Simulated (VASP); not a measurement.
# Ag (Im-3m) in VASP: single point with r2SCAN

Aim: the single point of Ag with r2SCAN.

Everything below comes from runs of VASP 6.6.1. Logs are shortened: lines on timing, memory, paths and dates and some standing lists are left out, and cuts for length are marked.

### Step 1. The cell of the first run

Symmetry: Im-3m, No. 229, cubic system. Conventional cell: a = 3.311 Å, b = 3.311 Å, c = 3.311 Å, α = 90.00°, β = 90.00°, γ = 90.00°. Ag (site symmetry m-3m) has 14 Ag at 2.87 to 3.31 Å within 3.8 Å.

### Step 2. Single point, r2SCAN

File POSCAR:

```
Ag
1.0
   -1.6556540000      1.6556540000      1.6556540000
    1.6556540000     -1.6556540000      1.6556540000
    1.6556540000      1.6556540000     -1.6556540000
Ag
1
Direct
    0.0000000000      0.0000000000      0.0000000000
```

File INCAR.step1:

```
  PREC = Accurate
  ENCUT = 520
  ISMEAR = 0
  SIGMA = 0.1
  LREAL = False
  LASPH = True
  NELM = 60
  NBANDS = 12
  GGA = PE
  ALGO = Normal
  EDIFF = 1E-4
  LWAVE = True
  LCHARG = False
```

File INCAR.step2:

```
  PREC = Accurate
  ENCUT = 520
  EDIFF = 1E-6
  ISMEAR = 0
  SIGMA = 0.1
  LREAL = False
  LASPH = True
  NELM = 60
  ALGO = Normal
  ISIF = 2
  LWAVE = False
  LCHARG = False
  METAGGA = R2SCAN
  LMIXTAU = True
  NBANDS = 12
  ISTART = 1
```

File KPOINTS:

```
Automatic mesh
0
Gamma
  8 8 8
```

Potentials or basis: VASP PAW PBE potentials, release 64 (Ag).

The run is started by

```bash
$ cat potpaw_PBE.64/Ag/POTCAR > POTCAR
$ cp INCAR.step1 INCAR
$ mpirun -np 1 vasp_std > vasp.out
$ cp INCAR.step2 INCAR
$ mpirun -np 1 vasp_std > vasp.out
```

OUTCAR:

```text
PREC = Accurate
   ENCUT = 520
   EDIFF = 1E-6
   ISMEAR = 0
   LREAL = False
   LASPH = True
   NELM = 60
   ISIF = 2
   METAGGA = R2SCAN
   ISTART = 1

 ion  position               nearest neighbor table
   1  0.000  0.000  0.000-

  LATTYP: Found a body centered cubic cell.
 ALAT       =     3.3113080000

  Lattice vectors:

 A1 = (  -1.6556540000,   1.6556540000,   1.6556540000)
 A2 = (   1.6556540000,  -1.6556540000,   1.6556540000)
 A3 = (   1.6556540000,   1.6556540000,  -1.6556540000)

Analysis of symmetry for initial positions (statically):
=====================================================================
 Subroutine PRICEL returns:
 Original cell was already a primitive cell.

 Routine SETGRP: Setting up the symmetry group for a
 body centered cubic supercell.

 Subroutine GETGRP returns: Found 48 space group operations
 (whereof 48 operations were pure point group operations)
 out of a pool of 48 trial point group operations.

The static configuration has the point symmetry O_h .

Analysis of symmetry for dynamics (positions and initial velocities):
=====================================================================
 Subroutine PRICEL returns:
 Original cell was already a primitive cell.

 Routine SETGRP: Setting up the symmetry group for a
 body centered cubic supercell.

 Subroutine GETGRP returns: Found 48 space group operations
 (whereof 48 operations were pure point group operations)
 out of a pool of 48 trial point group operations.

The dynamic configuration has the point symmetry O_h .

 Subroutine INISYM returns: Found 48 space group operations
 (whereof 48 operations are pure point group operations),
 and found     1 'primitive' translations

----------------------------------------------------------------------------------------

                                     Primitive cell

  volume of cell :      18.1538

  direct lattice vectors                    reciprocal lattice vectors
    -1.655654000  1.655654000  1.655654000     0.000000000  0.301995465  0.301995465
     1.655654000 -1.655654000  1.655654000     0.301995465  0.000000000  0.301995465
     1.655654000  1.655654000 -1.655654000     0.301995465  0.301995465  0.000000000

  length of vectors
[... 79 lines left out ...]
   NELM   =     60;   NELMIN=  2; NELMDL=  0     # of ELM steps
   EDIFF  = 0.1E-05   stopping-criterion for ELM
   LREAL  =      F    real-space projection
   EDIFFG = 0.1E-04   stopping-criterion for IOM
   NSW    =      0    number of steps for IOM
   IBRION =     -1    ionic relax: 0-MD 1-quasi-New 2-CG
   NFREE  =      0    steps in history (QN), initial steepest desc. (CG)
   ISIF   =      2    stress and relaxation
   ISYM   =      2    0-nonsym 1-usesym 2-fastsym
   POTIM  = 0.5000    time-step for ionic-motion
   TEBEG  =    0.0;   TEEND  =   0.0 temperature during run
   PSTRESS=    0.0 pullay stress
   NELECT =      11.0000    total number of electrons
   NUPDOWN=      -1.0000    fix difference up-down
   EMIN   =  10.00;   EMAX   =-10.00  energy-range for DOS
   EFERMI =   0.00;   METHOD = LEGACY
   ISMEAR =     0;   SIGMA  =   0.10  broadening in eV -4-tet -1-fermi 0-gaus
   EFERMI_NEDOS =   21; number of points for ismear=-14 and -15
   IALGO  =     38    algorithm
   IMIX   =      4    mixing-type and parameters
     AMIX     =   0.40;   BMIX     =  1.00
     AMIX_MAG =   1.60;   BMIX_MAG =  1.00
  volume/ion in A,a.u.               =      18.15       122.51
  Fermi-wavevector in a.u.,A,eV,Ry     =   1.385318  2.617871 26.111022  1.919106
  Thomas-Fermi vector in A             =   2.509739
   LORBIT       =      0    0 simple, 1 ext, 2 COOP (PROOUT), +10 PAW based schemes
   METAGGA = R2SCAN    functional components
   LHFCALC =     F    Hartree Fock is set to
   AEXX    =    0.0000 exact exchange contribution
   IVDW    =     0    specifies the selected vdW correction
   LEPSILON=     F    determine dielectric tensor
   LRPA    =     F    only Hartree local field effects (RPA)
 non-spin polarized calculation
 Gauss-broadening in eV      SIGMA  =   0.10
  energy-cutoff  :      520.00
  volume of cell :       18.15
 maximum number of plane-waves:       496
 NGX is ok and might be reduce to    24
   NGX = 11   NGY = 11   NGZ = 11

 number of electron      11.0000001 magnetization

 Free energy of the ion-electron system (eV)
  ---------------------------------------------------
  ext. energy  EPLUGINS =         0.00000000
  ---------------------------------------------------
  free energy    TOTEN  =       -21.26781450 eV

  energy without entropy =      -21.25967895  energy(sigma->0) =      -21.26374672

 E-fermi :   7.7782     XC(G=0): -12.5391

 val. band max:        7.7548960866   @ k =   0.5000   0.0000   0.0000
 cond. band min:       7.7937404304   @ k =   0.3750   0.1250  -0.0000
 fundamental gap:      0.0388443438
 Fermi energy:         7.7781678301

 k-point     1 :       0.0000    0.0000    0.0000
  band No.  band energies     occupation
      1       0.1112      2.00000
      2       2.5652      2.00000
      3       2.5652      2.00000
      4       2.5652      2.00000
      5       3.7847      2.00000
      6       3.7847      2.00000
      7      26.0596      0.00000
      8      26.0596      0.00000
      9      26.0596      0.00000
     10      31.5588      0.00000
     11      31.5588      0.00000
     12      31.5588      0.00000
[... 331 lines left out ...]
 k-point    24 :      -0.3750    0.3750    0.2500
  band No.  band energies     occupation
      1       1.9546      2.00000
      2       2.2382      2.00000
      3       3.0368      2.00000
      4       3.4111      2.00000
      5       4.1981      2.00000
      6       8.0068      0.00122
      7      16.0763      0.00000
      8      18.5994      0.00000
      9      21.0843      0.00000
     10      23.5511      0.00000
     11      30.6511      0.00000
     12      32.9038      0.00000

 [... further k-points ...]
[... 5 lines left out ...]
  --------------------------------------------------------------------------------------
  -------------------------------------------------------------------------------------
  Total       -0.3821908     -0.3821908     -0.3821908     -0.0000000      0.0000000      0.0000000
  in kB      -33.7304446    -33.7304446    -33.7304446     -0.0000000      0.0000000      0.0000000
  external PRESSURE =     -33.7304446 kB  Pullay stress =       0.0000000 kB

 VOLUME and BASIS-vectors are now :
 -----------------------------------------------------------------------------
  energy-cutoff  :      520.00
  volume of cell :       18.15
      direct lattice vectors                 reciprocal lattice vectors
    -1.655654000  1.655654000  1.655654000     0.000000000  0.301995465  0.301995465
     1.655654000 -1.655654000  1.655654000     0.301995465  0.000000000  0.301995465
     1.655654000  1.655654000 -1.655654000     0.301995465  0.301995465  0.000000000

 POSITION                                       TOTAL-FORCE (eV/Angst)
 -----------------------------------------------------------------------------------
      0.00000      0.00000      0.00000         0.000000     -0.000000      0.000000
 -----------------------------------------------------------------------------------
    total drift:                                0.000000      0.000000      0.000000

  FREE ENERGIE OF THE ION-ELECTRON SYSTEM (eV)
  ---------------------------------------------------
  free  energy   TOTEN  =       -21.2678144952 eV

  energy  without entropy=      -21.2596789507  energy(sigma->0) =      -21.26374672
```

OUTCAR.step1:

```text
PREC = Accurate
   ENCUT = 520
   ISMEAR = 0
   LREAL = False
   LASPH = True
   NELM = 60
[... 575 lines left out ...]

 POSITION                                       TOTAL-FORCE (eV/Angst)
 -----------------------------------------------------------------------------------
      0.00000      0.00000      0.00000        -0.000000     -0.000000      0.000000
 -----------------------------------------------------------------------------------
    total drift:                                0.000000     -0.000000     -0.000000

  FREE ENERGIE OF THE ION-ELECTRON SYSTEM (eV)
  ---------------------------------------------------
  free  energy   TOTEN  =        -2.6392043981 eV

  energy  without entropy=       -2.6317905353  energy(sigma->0) =       -2.63549747
```

It took 38 s on 1 thread of AMD EPYC 7R13, shared host; peak memory 0.11 GiB.

What came out:

```
Free energy : -21.2678 eV
Pressure    : -3.4 GPa
```

Levels at points of the mesh, in eV from the Fermi level:
```
           k point  band 2  band 3  band 4  band 5  band 6  band 7  band 8  band 9
(0.00, 0.00, 0.00)   -5.21   -5.21   -5.21   -3.99   -3.99   18.28   18.28   18.28
(0.50, 0.00, 0.00)   -5.93   -4.04   -3.89   -3.06   -0.02    3.74   13.47   14.34
(0.50, 0.50, 0.50)   -6.52   -3.29   -3.29   -3.29    6.88    6.88    6.88   12.24
```

Caveat: the PAW data sets were made with another functional, which shifts forces and pressure a little.
